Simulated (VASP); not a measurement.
# Ga (Cmce) in VASP: single point with PBEsol

Aim: the single point of Ga with PBEsol.

Program: VASP 6.6.1. These are calculated values, not measurements. Logs are shortened: lines on timing, memory, paths and dates and some standing lists are left out, and cuts for length are marked.

### 1 The cell of the first run

The structure is orthorhombic, space group Cmce (No. 64). The conventional cell has a = 4.471 Å, b = 7.594 Å, c = 4.492 Å, α = 90.00°, β = 90.00°, γ = 90.00°. Within 3.3 Å of Ga (site symmetry m) lie 7 Ga at 2.48 to 2.76 Å.

### 2 Single point, PBEsol

File INCAR:

```
SYSTEM = Ga
PREC     = Accurate       ! precision mode
ENCUT    = 520            ! plane-wave cutoff, eV
EDIFF    = 1E-6           ! SCF threshold, eV
ISMEAR   = 0              ! smearing method
SIGMA    = 0.1            ! smearing width, eV
LREAL    = .False.        ! projectors in reciprocal space
LASPH    = .True.         ! aspherical terms in the spheres
NELM     = 100            ! most SCF steps
ALGO     = Fast           ! electronic algorithm
ISIF     = 2              ! what is computed and relaxed
LWAVE    = .False.        ! write WAVECAR
LCHARG   = .False.        ! write CHGCAR
GGA      = PS             ! functional
NBANDS   = 34             ! bands
```

File KPOINTS:

```
regular mesh
0
Gamma
  12 12 10
  0 0 0
```

File POSCAR:

```
Ga
1.0
    2.2357487319     -3.7971115870      0.0000000000
    2.2357487319      3.7971115870      0.0000000000
    0.0000000000      0.0000000000      4.4923282036
Ga
4
Direct
    0.6559909623      0.3440090377      0.4166879286
    0.8440090377      0.1559909623      0.9166879286
    0.3440090377      0.6559909623      0.5833120714
    0.1559909623      0.8440090377      0.0833120714
```

Potentials or basis: VASP PAW PBE potentials, release 64 (Ga_d).

Run with:

```bash
$ cat potpaw_PBE.64/Ga_d/POTCAR > POTCAR
$ mpirun -np 1 vasp_std > vasp.out
```

OUTCAR:

```text
SYSTEM = Ga
   PREC = Accurate
   ENCUT = 520
   EDIFF = 1E-6
   ISMEAR = 0
   LREAL = .False.
   LASPH = .True.
   NELM = 100
   ISIF = 2
   GGA = PS

 ion  position               nearest neighbor table
   1  0.656  0.344  0.417-   3 2.48   2 2.66   2 2.66   4 2.69   4 2.69   3 2.76   3 2.76
   2  0.844  0.156  0.917-   4 2.48   1 2.66   1 2.66   3 2.69   3 2.69   4 2.76   4 2.76
   3  0.344  0.656  0.583-   1 2.48   4 2.66   4 2.66   2 2.69   2 2.69   1 2.76   1 2.76
   4  0.156  0.844  0.083-   2 2.48   3 2.66   3 2.66   1 2.69   1 2.69   2 2.76   2 2.76

  LATTYP: Found a base centered orthorhombic cell.
 ALAT       =     4.4714974638
 B/A-ratio  =     1.6983624022
 C/A-ratio  =     1.0046585601

  Lattice vectors:

 A1 = (   2.2357487319,  -3.7971115870,   0.0000000000)
 A2 = (   2.2357487319,   3.7971115870,   0.0000000000)
 A3 = (   0.0000000000,   0.0000000000,   4.4923282036)

Analysis of symmetry for initial positions (statically):
=====================================================================
 Subroutine PRICEL returns:
 Original cell was already a primitive cell.

 Routine SETGRP: Setting up the symmetry group for a
 base centered orthorhombic supercell.

 Subroutine GETGRP returns: Found  8 space group operations
 (whereof  4 operations were pure point group operations)
 out of a pool of  8 trial point group operations.

The static configuration has the point symmetry C_2h.
 The point group associated with its full space group is D_2h.

Analysis of symmetry for dynamics (positions and initial velocities):
=====================================================================
 Subroutine PRICEL returns:
 Original cell was already a primitive cell.

 Routine SETGRP: Setting up the symmetry group for a
 base centered orthorhombic supercell.

 Subroutine GETGRP returns: Found  8 space group operations
 (whereof  4 operations were pure point group operations)
 out of a pool of  8 trial point group operations.

The dynamic configuration has the point symmetry C_2h.
 The point group associated with its full space group is D_2h.

 Subroutine INISYM returns: Found  8 space group operations
 (whereof  4 operations are pure point group operations),
 and found     1 'primitive' translations

----------------------------------------------------------------------------------------

                                     Primitive cell

  volume of cell :      76.2742

  direct lattice vectors                    reciprocal lattice vectors
     2.235748732 -3.797111587  0.000000000     0.223638727 -0.131679038  0.000000000
     2.235748732  3.797111587  0.000000000     0.223638727  0.131679038  0.000000000
     0.000000000  0.000000000  4.492328204     0.000000000  0.000000000  0.222601723

  length of vectors
     4.406430392  4.406430392  4.492328204     0.259525816  0.259525816  0.222601723

  position of ions in fractional coordinates (direct lattice)
     0.655990962  0.344009038  0.416687929
     0.844009038  0.155990962  0.916687929
     0.344009038  0.655990962  0.583312071
     0.155990962  0.844009038  0.083312071

  ion indices of the primitive-cell ions
   primitive index   ion index
                 1           1
                 2           2
                 3           3
                 4           4

----------------------------------------------------------------------------------------

 KPOINTS: regular mesh

Automatic generation of k-mesh.
 Grid dimensions read from file:
 generate k-points for:   12   12   10

 Generating k-lattice:

  Cartesian coordinates                     Fractional coordinates (reciprocal lattice)
     0.018636561 -0.010973253  0.000000000     0.083333333  0.000000000  0.000000000
     0.018636561  0.010973253  0.000000000     0.000000000  0.083333333  0.000000000
     0.000000000  0.000000000  0.022260172     0.000000000  0.000000000  0.100000000

  Length of vectors
     0.021627151  0.021627151  0.022260172

  Shift w.r.t. Gamma in fractional coordinates (k-lattice)
     0.000000000  0.000000000  0.000000000

 Subroutine IBZKPT returns following result:
 ===========================================

 Found    258 irreducible k-points:

 Following reciprocal coordinates:
            Coordinates               Weight
  0.000000  0.000000  0.000000      1.000000
  0.083333  0.000000  0.000000      4.000000
  0.166667 -0.000000  0.000000      4.000000
  0.250000  0.000000  0.000000      4.000000
  0.333333  0.000000  0.000000      4.000000
  0.416667 -0.000000  0.000000      4.000000
[... 16 lines left out ...]
  0.500000  0.166667  0.000000      4.000000
 -0.416667  0.166667  0.000000      4.000000
 [... further k-points ...]
   k-points           NKPTS =    258   k-points in BZ     NKDIM =    258   number of bands    NBANDS=     34
   number of dos      NEDOS =    301   number of ions     NIONS =      4
   total plane-waves  NPLWV =  46656
   dimension x,y,z NGX =    36 NGY =   36 NGZ =   36
   dimension x,y,z NGXF=    72 NGYF=   72 NGZF=   72
   ions per type =               4
   NGX,Y,Z   is equivalent  to a cutoff of  13.58, 13.58, 13.32 a.u.
   NGXF,Y,Z  is equivalent  to a cutoff of  27.16, 27.16, 26.64 a.u.
 SYSTEM =  Ga
   PREC   = accura    normal or accurate (medium, high low for compatibility)
   ISTART =      0    job   : 0-new  1-cont  2-samecut
   ICHARG =      2    charge: 1-file 2-atom 10-const
   ISPIN  =      1    spin polarized calculation?
   LNONCOLLINEAR =      F non collinear calculations
   LSORBIT =      F    spin-orbit coupling
   LASPH  =      T    aspherical Exc in radial PAW
   ENCUT  =  520.0 eV  38.22 Ry    6.18 a.u.   8.19  8.19  8.35*2*pi/ulx,y,z
   NELM   =    100;   NELMIN=  2; NELMDL= -5     # of ELM steps
   EDIFF  = 0.1E-05   stopping-criterion for ELM
   LREAL  =      F    real-space projection
   EDIFFG = 0.1E-04   stopping-criterion for IOM
   NSW    =      0    number of steps for IOM
   IBRION =     -1    ionic relax: 0-MD 1-quasi-New 2-CG
   NFREE  =      0    steps in history (QN), initial steepest desc. (CG)
   ISIF   =      2    stress and relaxation
   ISYM   =      2    0-nonsym 1-usesym 2-fastsym
   POTIM  = 0.5000    time-step for ionic-motion
   TEBEG  =    0.0;   TEEND  =   0.0 temperature during run
   PSTRESS=    0.0 pullay stress
   NELECT =      52.0000    total number of electrons
   NUPDOWN=      -1.0000    fix difference up-down
   EMIN   =  10.00;   EMAX   =-10.00  energy-range for DOS
   EFERMI =   0.00;   METHOD = LEGACY
   ISMEAR =     0;   SIGMA  =   0.10  broadening in eV -4-tet -1-fermi 0-gaus
   EFERMI_NEDOS =   21; number of points for ismear=-14 and -15
   IALGO  =     68    algorithm
   IMIX   =      4    mixing-type and parameters
     AMIX     =   0.40;   BMIX     =  1.00
     AMIX_MAG =   1.60;   BMIX_MAG =  1.00
  volume/ion in A,a.u.               =      19.07       128.68
  Fermi-wavevector in a.u.,A,eV,Ry     =   1.440843  2.722799 28.246084  2.076029
  Thomas-Fermi vector in A             =   2.559542
   LORBIT       =      0    0 simple, 1 ext, 2 COOP (PROOUT), +10 PAW based schemes
   GGA     = PS    functional components
   LHFCALC =     F    Hartree Fock is set to
   AEXX    =    0.0000 exact exchange contribution
   IVDW    =     0    specifies the selected vdW correction
   LEPSILON=     F    determine dielectric tensor
   LRPA    =     F    only Hartree local field effects (RPA)
 non-spin polarized calculation
 RMM-DIIS sequential band-by-band and
 Gauss-broadening in eV      SIGMA  =   0.10
  energy-cutoff  :      520.00
  volume of cell :       76.27
 maximum number of plane-waves:      2072
 NGX is ok and might be reduce to    36
   NGX = 17   NGY = 17   NGZ = 17

 number of electron      52.0000009 magnetization

 Free energy of the ion-electron system (eV)
  ---------------------------------------------------
  ext. energy  EPLUGINS =         0.00000000
  ---------------------------------------------------
  free energy    TOTEN  =       -13.41378240 eV

  energy without entropy =      -13.41013139  energy(sigma->0) =      -13.41195689

 E-fermi :   5.0721     XC(G=0): -10.9360

 val. band max:        5.0666159946   @ k =   0.0000   0.0000   0.4000
 cond. band min:       5.0903313141   @ k =   0.0000   0.0000   0.5000
 fundamental gap:      0.0237153195
 Fermi energy:         5.0720645615

 k-point     1 :       0.0000    0.0000    0.0000
  band No.  band energies     occupation
      1     -10.0261      2.00000
      2     -10.0163      2.00000
      3      -9.9792      2.00000
      4      -9.9625      2.00000
      5      -9.9442      2.00000
      6      -9.9197      2.00000
[... 26 lines left out ...]
     33      12.0021      0.00000
     34      12.6856      0.00000

 k-point     2 :       0.0833    0.0000    0.0000
  band No.  band energies     occupation
      1     -10.0277      2.00000
      2     -10.0130      2.00000
      3      -9.9813      2.00000
      4      -9.9658      2.00000
      5      -9.9386      2.00000
      6      -9.9178      2.00000
[... 26 lines left out ...]
     33      12.2600      0.00000
     34      12.7145      0.00000

 k-point     3 :       0.1667   -0.0000    0.0000
  band No.  band energies     occupation
      1     -10.0298      2.00000
      2     -10.0038      2.00000
      3      -9.9882      2.00000
      4      -9.9735      2.00000
      5      -9.9285      2.00000
      6      -9.9079      2.00000
[... 26 lines left out ...]
     33      11.6913      0.00000
     34      12.5017      0.00000

 k-point     4 :       0.2500    0.0000    0.0000
  band No.  band energies     occupation
      1     -10.0289      2.00000
      2      -9.9969      2.00000
      3      -9.9927      2.00000
      4      -9.9797      2.00000
      5      -9.9265      2.00000
      6      -9.8940      2.00000
[... 26 lines left out ...]
     33      11.3003      0.00000
     34      12.3222      0.00000

 k-point     5 :       0.3333    0.0000    0.0000
  band No.  band energies     occupation
      1     -10.0256      2.00000
      2      -9.9993      2.00000
      3      -9.9967      2.00000
      4      -9.9687      2.00000
      5      -9.9303      2.00000
      6      -9.9258      2.00000
[... 621 lines left out ...]
 k-point    22 :       0.4167    0.1667    0.0000
  band No.  band energies     occupation
      1     -10.0506      2.00000
      2     -10.0214      2.00000
      3      -9.9851      2.00000
      4      -9.9596      2.00000
      5      -9.9502      2.00000
      6      -9.8913      2.00000
[... 26 lines left out ...]
     33      12.2512      0.00000
     34      13.7795      0.00000

 k-point    23 :       0.5000    0.1667    0.0000
  band No.  band energies     occupation
      1     -10.0465      2.00000
      2     -10.0330      2.00000
      3      -9.9796      2.00000
      4      -9.9539      2.00000
      5      -9.9437      2.00000
      6      -9.8952      2.00000
[... 26 lines left out ...]
     33      12.4159      0.00000
     34      14.0234      0.00000

 k-point    24 :      -0.4167    0.1667    0.0000
  band No.  band energies     occupation
      1     -10.0384      2.00000
      2     -10.0384      2.00000
      3      -9.9705      2.00000
      4      -9.9622      2.00000
      5      -9.9492      2.00000
      6      -9.8986      2.00000
[... 26 lines left out ...]
     33      12.5157      0.00000
     34      13.6019      0.00000

 [... further k-points ...]
[... 5 lines left out ...]
  --------------------------------------------------------------------------------------
  -------------------------------------------------------------------------------------
  Total        0.0190312      0.0011322      0.0146295      0.0000000      0.0000000      0.0000000
  in kB        0.3997586      0.0237823      0.3072994      0.0000000      0.0000000      0.0000000
  external PRESSURE =       0.2436135 kB  Pullay stress =       0.0000000 kB

 VOLUME and BASIS-vectors are now :
 -----------------------------------------------------------------------------
  energy-cutoff  :      520.00
  volume of cell :       76.27
      direct lattice vectors                 reciprocal lattice vectors
     2.235748732 -3.797111587  0.000000000     0.223638727 -0.131679038  0.000000000
     2.235748732  3.797111587  0.000000000     0.223638727  0.131679038  0.000000000
     0.000000000  0.000000000  4.492328204     0.000000000  0.000000000  0.222601723

 POSITION                                       TOTAL-FORCE (eV/Angst)
 -----------------------------------------------------------------------------------
      2.23575     -1.18463      1.87190         0.000000      0.004931      0.002130
      2.23575     -2.61248      4.11806         0.000000     -0.004931      0.002130
      2.23575      1.18463      2.62043         0.000000     -0.004931     -0.002130
      2.23575      2.61248      0.37427         0.000000      0.004931     -0.002130
 -----------------------------------------------------------------------------------
    total drift:                               -0.000000     -0.000000      0.000000

  FREE ENERGIE OF THE ION-ELECTRON SYSTEM (eV)
  ---------------------------------------------------
  free  energy   TOTEN  =       -13.4137824024 eV

  energy  without entropy=      -13.4101313866  energy(sigma->0) =      -13.41195689
```

Run time: 16 min. Hardware: 1 thread of Oxide Virtual Turin-like, shared host; peak memory 0.52 GiB.

Results:

```yaml
Free_energy: -13.4138 eV
Pressure: 0.0 GPa
Largest_force: 0.005 eV/Å
Band_gap_on_the_k_mesh: zero (bands 26 and 27 overlap by 1.38 eV)
```

Forces on the atoms (eV/Å):
```
Ga   0.000  0.005  0.002
Ga   0.000 -0.005  0.002
Ga   0.000 -0.005 -0.002
Ga   0.000  0.005 -0.002
```

Caveat: the PAW data sets were made with another functional, which shifts forces and pressure a little.
